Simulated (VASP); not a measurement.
Zn7S8 (a cell with a defect), 15 atoms in the cell. The cell holds a defect, 15 atoms: a = 7.491 Å, b = 7.491 Å, c = 7.491 Å, α = 60.00°, β = 60.00°, γ = 60.00°. 

* Program: VASP 6.6.1
* Task: single point
* Functional: LDA
* Potentials or basis: VASP PAW LDA potentials, release 64 (Zn, S)
* Cutoff: 520 eV
* k mesh: 2 × 2 × 2
* Occupations: gaussian, width 0.02 eV
* Spin: no spin polarisation
* Dipole correction: no
* Charge: -2
* Further INCAR settings: LREAL = Auto; ALGO = Normal; EDIFF = 1e-07; NBANDS = 79; NELECT = 134.0

Potentials or basis: VASP PAW LDA potentials, release 64 (Zn, S).

Launch:

```sh
$ cat potpaw_LDA.64/Zn/POTCAR potpaw_LDA.64/S/POTCAR > POTCAR
$ mpirun -np 1 vasp_std > vasp.out
```

Hardware: 1 thread of Intel(R) Xeon(R) Platinum 8259CL CPU @ 2.50GHz (Skylake/Cascade Lake), on a shared host.

How long does it take, and how much memory?

Run time: 6.5 min on 1 thread of Intel(R) Xeon(R) Platinum 8259CL CPU @ 2.50GHz (Skylake/Cascade Lake), on a shared host, peak memory 0.37 GiB. Counts: scf iterations 17, k points 6.
